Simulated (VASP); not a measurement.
# SiC (P6_3mc) in VASP: further runs, part 3 of 4

VASP 6.6.1.

### 4 Single point, PBE (volume scaled by 0.96)

Contents of INCAR:

```
ALGO = Normal ; EDIFF = 1E-6
ENCUT = 520 ; GGA = PE
ISIF = 2 ; ISMEAR = -1
LASPH = True ; LCHARG = False
LREAL = False ; LWAVE = False
NBANDS = 16 ; NELM = 100
PREC = Accurate ; SIGMA = 0.08
```

Contents of KPOINTS:

```
k-points
0
Gamma
  15 15 8
```

Contents of POSCAR:

```
SiC
1.0
    3.0344255669      0.0000000000      0.0000000000
   -1.5172127834      2.6278896269      0.0000000000
    0.0000000000      0.0000000000      4.9797754205
Si C
2 2
Direct
    0.3333333333      0.6666666667      0.0000000000
    0.6666666667      0.3333333333      0.5000000000
    0.3333333333      0.6666666667      0.3850000000
    0.6666666667      0.3333333333      0.8850000000
```

Potentials or basis: VASP PAW PBE potentials, release 64 (Si, C).

Run with:

```bash
$ cat potpaw_PBE.64/Si/POTCAR potpaw_PBE.64/C/POTCAR > POTCAR
$ mpirun -np 1 vasp_std > vasp.out
```

OUTCAR:

```text
EDIFF = 1E-6
   ENCUT = 520
   GGA = PE
   ISIF = 2
   ISMEAR = -1
   LASPH = True
   LREAL = False
   NELM = 100
   PREC = Accurate

 ion  position               nearest neighbor table
   1  0.333  0.667  0.000-   4 1.84   4 1.84   4 1.84   3 1.92   2 3.04   2 3.04   2 3.04   2 3.04
                             2 3.04   2 3.04
   2  0.667  0.333  0.500-   3 1.84   3 1.84   3 1.84   4 1.92   1 3.04   1 3.04   1 3.04   1 3.04
                             1 3.04   1 3.04
   3  0.333  0.667  0.385-   2 1.84   2 1.84   2 1.84   1 1.92
   4  0.667  0.333  0.885-   1 1.84   1 1.84   1 1.84   2 1.92

  LATTYP: Found a hexagonal cell.
 ALAT       =     3.0344255669
 C/A-ratio  =     1.6410932846

  Lattice vectors:

 A1 = (   3.0344255669,   0.0000000000,   0.0000000000)
 A2 = (  -1.5172127834,   2.6278896269,   0.0000000000)
 A3 = (   0.0000000000,   0.0000000000,   4.9797754205)

Analysis of symmetry for initial positions (statically):
=====================================================================
 Subroutine PRICEL returns:
 Original cell was already a primitive cell.

 Routine SETGRP: Setting up the symmetry group for a
 hexagonal supercell.

 Subroutine GETGRP returns: Found 12 space group operations
 (whereof  6 operations were pure point group operations)
 out of a pool of 24 trial point group operations.

The static configuration has the point symmetry C_3v.
 The point group associated with its full space group is C_6v.

Analysis of symmetry for dynamics (positions and initial velocities):
=====================================================================
 Subroutine PRICEL returns:
 Original cell was already a primitive cell.

 Routine SETGRP: Setting up the symmetry group for a
 hexagonal supercell.

 Subroutine GETGRP returns: Found 12 space group operations
 (whereof  6 operations were pure point group operations)
 out of a pool of 24 trial point group operations.

The dynamic configuration has the point symmetry C_3v.
 The point group associated with its full space group is C_6v.

 Subroutine INISYM returns: Found 12 space group operations
 (whereof  6 operations are pure point group operations),
 and found     1 'primitive' translations

----------------------------------------------------------------------------------------

                                     Primitive cell

  volume of cell :      39.7094

  direct lattice vectors                    reciprocal lattice vectors
     3.034425567  0.000000000  0.000000000     0.329551666  0.190266743  0.000000000
    -1.517212783  2.627889627  0.000000000     0.000000000  0.380533486  0.000000000
     0.000000000  0.000000000  4.979775421     0.000000000  0.000000000  0.200812269

  length of vectors
     3.034425567  3.034425567  4.979775421     0.380533486  0.380533486  0.200812269

  position of ions in fractional coordinates (direct lattice)
     0.333333333  0.666666667  0.000000000
     0.666666667  0.333333333  0.500000000
     0.333333333  0.666666667  0.385000000
     0.666666667  0.333333333  0.885000000

  ion indices of the primitive-cell ions
   primitive index   ion index
                 1           1
                 2           2
                 3           3
                 4           4

----------------------------------------------------------------------------------------

 KPOINTS: k-points

Automatic generation of k-mesh.
 Grid dimensions read from file:
 generate k-points for:   15   15    8

 Generating k-lattice:

  Cartesian coordinates                     Fractional coordinates (reciprocal lattice)
     0.021970111  0.012684450  0.000000000     0.066666667 -0.000000000  0.000000000
     0.000000000  0.025368899  0.000000000     0.000000000  0.066666667  0.000000000
     0.000000000  0.000000000  0.025101534     0.000000000  0.000000000  0.125000000

  Length of vectors
     0.025368899  0.025368899  0.025101534

  Shift w.r.t. Gamma in fractional coordinates (k-lattice)
     0.000000000  0.000000000  0.000000000

 Subroutine IBZKPT returns following result:
 ===========================================

 Found    135 irreducible k-points:

 Following reciprocal coordinates:
            Coordinates               Weight
  0.000000  0.000000  0.000000      1.000000
  0.066667  0.000000  0.000000      6.000000
  0.133333  0.000000  0.000000      6.000000
  0.200000  0.000000  0.000000      6.000000
  0.266667  0.000000  0.000000      6.000000
  0.333333  0.000000  0.000000      6.000000
[... 16 lines left out ...]
  0.333333  0.200000  0.000000     12.000000
  0.400000  0.200000  0.000000      6.000000
 [... further k-points ...]
   k-points           NKPTS =    135   k-points in BZ     NKDIM =    135   number of bands    NBANDS=     16
   number of dos      NEDOS =    301   number of ions     NIONS =      4
   total plane-waves  NPLWV =  23040
   dimension x,y,z NGX =    24 NGY =   24 NGZ =   40
   dimension x,y,z NGXF=    48 NGYF=   48 NGZF=   80
   ions per type =               2   2
   NGX,Y,Z   is equivalent  to a cutoff of  13.15, 13.15, 13.35 a.u.
   NGXF,Y,Z  is equivalent  to a cutoff of  26.30, 26.30, 26.71 a.u.
 SYSTEM =  unknown system
   PREC   = accura    normal or accurate (medium, high low for compatibility)
   ISTART =      0    job   : 0-new  1-cont  2-samecut
   ICHARG =      2    charge: 1-file 2-atom 10-const
   ISPIN  =      1    spin polarized calculation?
   LNONCOLLINEAR =      F non collinear calculations
   LSORBIT =      F    spin-orbit coupling
   LASPH  =      T    aspherical Exc in radial PAW
   ENCUT  =  520.0 eV  38.22 Ry    6.18 a.u.   5.64  5.64  9.26*2*pi/ulx,y,z
   NELM   =    100;   NELMIN=  2; NELMDL= -5     # of ELM steps
   EDIFF  = 0.1E-05   stopping-criterion for ELM
   LREAL  =      F    real-space projection
   EDIFFG = 0.1E-04   stopping-criterion for IOM
   NSW    =      0    number of steps for IOM
   IBRION =     -1    ionic relax: 0-MD 1-quasi-New 2-CG
   NFREE  =      0    steps in history (QN), initial steepest desc. (CG)
   ISIF   =      2    stress and relaxation
   ISYM   =      2    0-nonsym 1-usesym 2-fastsym
   POTIM  = 0.5000    time-step for ionic-motion
   TEBEG  =    0.0;   TEEND  =   0.0 temperature during run
   PSTRESS=    0.0 pullay stress
   NELECT =      16.0000    total number of electrons
   NUPDOWN=      -1.0000    fix difference up-down
   EMIN   =  10.00;   EMAX   =-10.00  energy-range for DOS
   EFERMI =   0.00;   METHOD = LEGACY
   ISMEAR =    -1;   SIGMA  =   0.08  broadening in eV -4-tet -1-fermi 0-gaus
   EFERMI_NEDOS =   21; number of points for ismear=-14 and -15
   IALGO  =     38    algorithm
   IMIX   =      4    mixing-type and parameters
     AMIX     =   0.40;   BMIX     =  1.00
     AMIX_MAG =   1.60;   BMIX_MAG =  1.00
  volume/ion in A,a.u.               =       9.93        66.99
  Fermi-wavevector in a.u.,A,eV,Ry     =   1.209160  2.284981 19.892635  1.462067
  Thomas-Fermi vector in A             =   2.344746
   LORBIT       =      0    0 simple, 1 ext, 2 COOP (PROOUT), +10 PAW based schemes
   GGA     = PE    functional components
   LHFCALC =     F    Hartree Fock is set to
   AEXX    =    0.0000 exact exchange contribution
   IVDW    =     0    specifies the selected vdW correction
   LEPSILON=     F    determine dielectric tensor
   LRPA    =     F    only Hartree local field effects (RPA)
 non-spin polarized calculation
  energy-cutoff  :      520.00
  volume of cell :       39.71
 maximum number of plane-waves:      1099
 NGX is ok and might be reduce to    24
   NGX = 11   NGY = 11   NGZ = 19

 number of electron      15.9999999 magnetization

 Free energy of the ion-electron system (eV)
  ---------------------------------------------------
  ext. energy  EPLUGINS =         0.00000000
  ---------------------------------------------------
  free energy    TOTEN  =       -29.97916774 eV

  energy without entropy =      -29.97916773  energy(sigma->0) =      -29.97916774

 E-fermi :  10.0292     XC(G=0): -11.5276

 val. band max:        8.8776455342   @ k =   0.0000   0.0000   0.0000
 cond. band min:      11.1238759347   @ k =   0.3333   0.3333   0.0000
 fundamental gap:      2.2462304005
 Fermi energy:        10.0292182892

 k-point     1 :       0.0000    0.0000    0.0000
  band No.  band energies     occupation
      1      -7.1748      2.00000
      2      -3.5145      2.00000
      3      -0.0600      2.00000
      4       7.3032      2.00000
      5       7.3032      2.00000
      6       8.6046      2.00000
[... 433 lines left out ...]
      3       1.2698      2.00000
      4       2.5161      2.00000
      5       2.9709      2.00000
      6       3.9569      2.00000
[... 8 lines left out ...]
     15      20.1862      0.00000
     16      21.1343      0.00000

 [... further k-points ...]
[... 5 lines left out ...]
  --------------------------------------------------------------------------------------
  -------------------------------------------------------------------------------------
  Total        3.9336469      3.9336469      2.2860709      0.0000000      0.0000000      0.0000000
  in kB      158.7130329    158.7130329     92.2373690      0.0000000      0.0000000      0.0000000
  external PRESSURE =     136.5544783 kB  Pullay stress =       0.0000000 kB

 VOLUME and BASIS-vectors are now :
 -----------------------------------------------------------------------------
  energy-cutoff  :      520.00
  volume of cell :       39.71
      direct lattice vectors                 reciprocal lattice vectors
     3.034425567  0.000000000  0.000000000     0.329551666  0.190266743  0.000000000
    -1.517212783  2.627889627  0.000000000     0.000000000  0.380533486  0.000000000
     0.000000000  0.000000000  4.979775421     0.000000000  0.000000000  0.200812269

 POSITION                                       TOTAL-FORCE (eV/Angst)
 -----------------------------------------------------------------------------------
     -0.00000      1.75193      0.00000         0.000000     -0.000000      0.818945
      1.51721      0.87596      2.48989        -0.000000      0.000000      0.818945
     -0.00000      1.75193      1.91721         0.000000      0.000000     -0.818945
      1.51721      0.87596      4.40710        -0.000000     -0.000000     -0.818945
 -----------------------------------------------------------------------------------
    total drift:                                0.000000      0.000000     -0.000106

  FREE ENERGIE OF THE ION-ELECTRON SYSTEM (eV)
  ---------------------------------------------------
  free  energy   TOTEN  =       -29.9791677443 eV

  energy  without entropy=      -29.9791677348  energy(sigma->0) =      -29.97916774
```

OSZICAR:

```text
N       E                     dE             d eps       ncg     rms          rms(c)
DAV:   1     0.242607050655E+02    0.24261E+02   -0.71512E+03  4336   0.897E+02
DAV:   2    -0.315875402468E+02   -0.55848E+02   -0.51025E+02  6216   0.159E+02
DAV:   3    -0.339444472628E+02   -0.23569E+01   -0.23493E+01  5600   0.299E+01
DAV:   4    -0.339608208176E+02   -0.16374E-01   -0.16371E-01  5376   0.305E+00
DAV:   5    -0.339609771106E+02   -0.15629E-03   -0.15628E-03  5608   0.281E-01    0.131E+01
DAV:   6    -0.300968975287E+02    0.38641E+01   -0.67487E+00  5448   0.161E+01    0.600E+00
DAV:   7    -0.299978567499E+02    0.99041E-01   -0.12171E+00  6176   0.651E+00    0.258E+00
DAV:   8    -0.299804480408E+02    0.17409E-01   -0.51080E-02  5024   0.143E+00    0.656E-01
DAV:   9    -0.299788444281E+02    0.16036E-02   -0.77026E-03  5592   0.601E-01    0.120E-01
DAV:  10    -0.299791415958E+02   -0.29717E-03   -0.95955E-04  5312   0.181E-01    0.569E-02
DAV:  11    -0.299791669721E+02   -0.25376E-04   -0.80838E-05  5000   0.652E-02    0.136E-02
DAV:  12    -0.299791677443E+02   -0.77219E-06   -0.58789E-06  5776   0.154E-02
   1 F= -.29979168E+02 E0= -.29979168E+02  d E =-.951743E-08
```

Run time: 23 s. Hardware: 1 thread of Intel Xeon 6975P-C (Granite Rapids), shared host; peak memory 0.2 GiB.

What came out:

| Property | Result |
| --- | --- |
| Free energy | -29.9792 eV |
| Pressure | 13.7 GPa |
| Largest force | 0.819 eV/Å |
| Band gap on the k mesh | 2.25 eV, indirect (least direct gap 4.17 eV) |

Forces on the atoms (eV/Å):
```
Si   0.000  0.000  0.819
Si   0.000  0.000  0.819
C    0.000  0.000 -0.819
C    0.000  0.000 -0.819
```

Stress tensor (GPa, compression positive):
```
15.87  0.00  0.00
 0.00 15.87  0.00
 0.00  0.00  9.22
```

 A k mesh can miss the band edges.

(Part 3 of 4 ends here.)
